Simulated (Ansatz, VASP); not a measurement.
Two plane-wave programs on Sb

File INCAR:

```
SYSTEM = Sb
ALGO = Normal ; EDIFF = 1E-6
ENCUT = 520 ; ISIF = 2
ISMEAR = 1 ; LASPH = .True.
LCHARG = .False. ; LREAL = .False.
LWAVE = .False. ; NBANDS = 12
NELM = 80 ; PREC = Accurate
SIGMA = 0.2
```

The input KPOINTS:

```
k-points
0
Gamma
  9 9 9
  0 0 0
```

POSCAR

```
Sb
1.0
    2.1456002536      1.2387628840      3.6587425366
   -2.1456002536      1.2387628840      3.6587425366
    0.0000000000     -2.4775257680      3.6587425366
Sb
2
Direct
    0.2359371474      0.2359371474      0.2359371474
    0.7640628526      0.7640628526      0.7640628526
```

Input for Ansatz:

```yaml
crystal:
  lattice:
    - [2.1456002536, 1.238762884, 3.6587425366]
    - [-2.1456002536, 1.238762884, 3.6587425366]
    - [0.0, -2.477525768, 3.6587425366]
  atoms:
    - { symbol: Sb, position: [0.2359371474, 0.2359371474, 0.2359371474] }
    - { symbol: Sb, position: [0.7640628526, 0.7640628526, 0.7640628526] }
hamiltonian:
  xc: lda
  pseudopotentials:
    kind: paw
    azcp:
      Sb: "pseudopotentials/Sb.paw.azcp"
basis:
  ecutwfc: 420
  fft_grid_basis: typed
kpoints:
  mp_grid: { grid: [9, 9, 9], shift: [0, 0, 0] }
magnetization:
  spin_polarized: false
scf:
  occupations: { method: cold, width: 0.2 }
  lower_state_search: "off"
output:
  stress: true
  write_density: true
  write_potential: true
  elf: true
  volumetric_format: npy
```

Alike in both runs: task single point; functional LDA; k mesh 9 × 9 × 9; no spin polarisation.

```csv
,VASP,Ansatz
version,VASP 6.6.1,Ansatz 0.2.0
potentials or method,"VASP PAW LDA potentials, release 64 (Sb), cutoff 520 eV","plane waves (420 eV) with PAW, scalar-relativistic"
occupations,"methfessel-paxton of order 1, width 0.2 eV","cold, width 0.2 eV"
valence electrons in the cell,10,30
```

```tsv
	VASP	Ansatz	Ansatz less VASP
pressure (GPa)	0.3	0.0	-0.32
traceless stress, the component that is largest in VASP (GPa)	-0.08	-0.02	+0.063
```

Ansatz warns that its potentials were made for another functional, while VASP's fit it. LDA's correlation is that of Perdew and Zunger in VASP and of Perdew and Wang (1992) in Ansatz. VASP's potentials hold 10 valence electrons a cell and Ansatz's 30, so a difference there can come from the potentials and not from the codes.

Neither program's run includes spin-orbit coupling.
